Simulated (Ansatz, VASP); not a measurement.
# One calculation of AlAs, two programs

Contents of INCAR:

```
PREC     = Accurate       # precision mode
ENCUT    = 500            # plane-wave cutoff, eV
EDIFF    = 1E-6           # SCF threshold, eV
ISMEAR   = 0              # smearing method
SIGMA    = 0.02           # smearing width, eV
LREAL    = False          # projectors in reciprocal space
LASPH    = True           # aspherical terms in the spheres
NELM     = 120            # most SCF steps
ALGO     = Normal         # electronic algorithm
ISIF     = 2              # what is computed and relaxed
LWAVE    = False          # write WAVECAR
LCHARG   = False          # write CHGCAR
GGA      = PE             # functional
NBANDS   = 11             # bands
GGA_COMPAT= False
```

File KPOINTS:

```
regular mesh
0
Gamma
  6 6 6
```

POSCAR

```
AlAs
1.0
    0.0000000000      2.8304000000      2.8304000000
    2.8304000000      0.0000000000      2.8304000000
    2.8304000000      2.8304000000      0.0000000000
Al As
1 1
Direct
    0.0000000000      0.0000000000      0.0000000000
    0.2500000000      0.2500000000      0.2500000000
```

Input for Ansatz:

```yaml
crystal:
  lattice:
    - [0.0, 2.8304, 2.8304]
    - [2.8304, 0.0, 2.8304]
    - [2.8304, 2.8304, 0.0]
  atoms:
    - { symbol: Al, position: [0.0, 0.0, 0.0] }
    - { symbol: As, position: [0.25, 0.25, 0.25] }
basis:
  ecutwfc: 420
kpoints:
  mp_grid: { grid: [6, 6, 6] }
hamiltonian:
  xc: pbe
scf:
  occupations: { method: gaussian, width: 0.02 }
output:
  forces: true
  stress: true
  eigenvalues: true
```

Alike in both runs: task single point; functional PBE; k mesh 6 × 6 × 6; occupations gaussian, width 0.02 eV; no spin polarisation.

```csv
,VASP,Ansatz
version,VASP 6.6.1,Ansatz 0.2.0
potentials or method,"VASP PAW PBE potentials, release 64 (Al, As), cutoff 500 eV","scalar-relativistic, plane waves, PAW"
valence electrons in the cell,8,18
```

|  | VASP | Ansatz | Ansatz less VASP |
| --- | --- | --- | --- |
| gap on the k mesh at the Fermi level (eV) | 1.43 | 1.44 | +0.010 |
| least direct gap on the mesh (eV) | 2.06 | 2.05 | -0.007 |
| pressure (GPa) | 2.8 | 2.6 | -0.19 |

VASP's potentials hold 8 valence electrons a cell and Ansatz's 18, so a difference there can come from the potentials and not from the codes.
